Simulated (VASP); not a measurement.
Pd: single point with PBE

Pd:

```
Pd
1.0
     2.76256    0.00000    0.00000
    -1.38128    2.39245    0.00000
     0.00000    0.00000    9.11839
Pd
4
Direct
  0.65645 0.32883 0.74873
  0.99996 0.01009 0.50121
  0.34154 0.67987 0.25175
  0.00189 0.99731 0.99893
```

This cell differs from its parent crystal: atoms moved at random.

* Program: VASP 6.6.1
* Task: single point
* Functional: PBE
* Potentials or basis: VASP PAW PBE potentials, release 64 (Pd)
* Cutoff: 520 eV
* k mesh: 11 × 11 × 3
* Occupations: fermi-dirac, width 0.05 eV
* Spin: no spin polarisation

The pressure is 3.2 GPa and the largest force is 0.142 eV/Å. The band gap on the k mesh is zero (bands 20 and 21 overlap by 0.87 eV).

Forces in eV/Å, atoms in the order of the input:
```
Pd   0.026  0.022  0.120
Pd   0.009 -0.026 -0.092
Pd  -0.005 -0.022 -0.140
Pd  -0.030  0.025  0.112
```

Stress tensor (GPa, compression positive):
```
3.60 0.17 0.01
0.17 3.09 0.02
0.01 0.02 2.95
```

Levels at points of the mesh, in eV from the Fermi level:
| k point | band 17 | band 18 | band 19 | band 20 | band 21 | band 22 | band 23 | band 24 |
| --- | --- | --- | --- | --- | --- | --- | --- | --- |
| (0.00, 0.00, 0.00) | -1.44 | -1.04 | -1.03 | -0.71 | -0.68 | -0.18 | -0.11 | 0.95 |

Run time: 7.4 min on 1 thread of Intel Xeon 8259CL, on a shared host, peak memory 0.36 GiB.

Caveat: the cell differs from its parent crystal (atoms moved at random); the cell stands under pressure.
